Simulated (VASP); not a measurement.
A run of VASP 6.6.1 is set up as follows.

The input INCAR:

```
SYSTEM = W
  PREC = Accurate
  ENCUT = 520
  EDIFF = 1E-6
  ISMEAR = -1
  SIGMA = 0.05
  LREAL = .FALSE.
  LASPH = .TRUE.
  NELM = 150
  ALGO = Normal
  ISIF = 2
  LWAVE = .FALSE.
  LCHARG = .FALSE.
  LNONCOLLINEAR = .TRUE.
  MAGMOM = 0 0 0
  LORBIT = 11
  LSORBIT = .TRUE.
  GGA_COMPAT = .FALSE.
  LORBMOM = .TRUE.
  LMAXMIX = 4
  NBANDS = 25
```

KPOINTS

```
regular mesh
0
G
  18 18 18
  0 0 0
```

Contents of POSCAR:

```
W
1.0
   -1.5684183006      1.5684183006      1.5684183006
    1.5684183006     -1.5684183006      1.5684183006
    1.5684183006      1.5684183006     -1.5684183006
W
1
Direct
    0.0000000000      0.0000000000      0.0000000000
```

Potentials or basis: VASP PAW LDA potentials, release 64 (W_sv).

Launch:

```bash
$ cat potpaw_LDA.64/W_sv/POTCAR > POTCAR
$ mpirun -np 1 vasp_ncl > vasp.out
```

Question: Estimate the net moment.

Answer: 0.00 μB per cell.

Question: Estimate the pressure.

Answer: 2.5 GPa.

Moments on the atoms (μB; x, y, z):
```
W   0.00 0.00 0.00
```
